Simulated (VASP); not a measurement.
Here is a VASP 6.6.1 calculation.

File INCAR:

```
PREC     = Accurate       # precision mode
ENCUT    = 500            # plane-wave cutoff, eV
EDIFF    = 1E-6           # SCF threshold, eV
ISMEAR   = 0              # smearing method
SIGMA    = 0.02           # smearing width, eV
LREAL    = False          # projectors in reciprocal space
LASPH    = True           # aspherical terms in the spheres
NELM     = 120            # most SCF steps
ALGO     = Normal         # electronic algorithm
ISIF     = 2              # what is computed and relaxed
LWAVE    = False          # write WAVECAR
LCHARG   = True           # write CHGCAR
GGA      = PS             # functional
LELF     = True           # ELF
LVHAR    = True         
NBANDS   = 16             # bands
GGA_COMPAT= False
```

Contents of KPOINTS:

```
regular mesh
0
Gamma
  8 6 8
```

Contents of POSCAR:

```
AlAs
1.0
    4.0132671924      0.0000000000      0.0000000000
    0.0000000000      5.6756168930      0.0000000000
    0.0000000000      0.0000000000      4.0120092329
Al As
2 2
Direct
    0.0000000000      0.0000000000      0.0000000000
    0.5000000000      0.5000000000      0.5000000000
    0.0000000000      0.2500000000      0.5000000000
    0.5000000000      0.7500000000      0.0000000000
```

Potentials or basis: VASP PAW PBE potentials, release 64 (Al, As).

Run with:

```sh
$ cat potpaw_PBE.64/Al/POTCAR potpaw_PBE.64/As/POTCAR > POTCAR
$ mpirun -np 1 vasp_std > vasp.out
```

**Question.** Estimate the band gap on the k mesh.

**Answer.** 1.33 eV.

**Question.** Predict the pressure.

**Answer.** 0.3 GPa.

Forces in eV/Å, atoms in the order of the input:
```
Al   0.000 -0.003  0.000
Al   0.000 -0.003  0.000
As   0.000  0.003  0.000
As   0.000  0.003  0.000
```

Caveat: the PAW data sets were made with another functional, which shifts forces and pressure a little. A k mesh can miss the band edges.
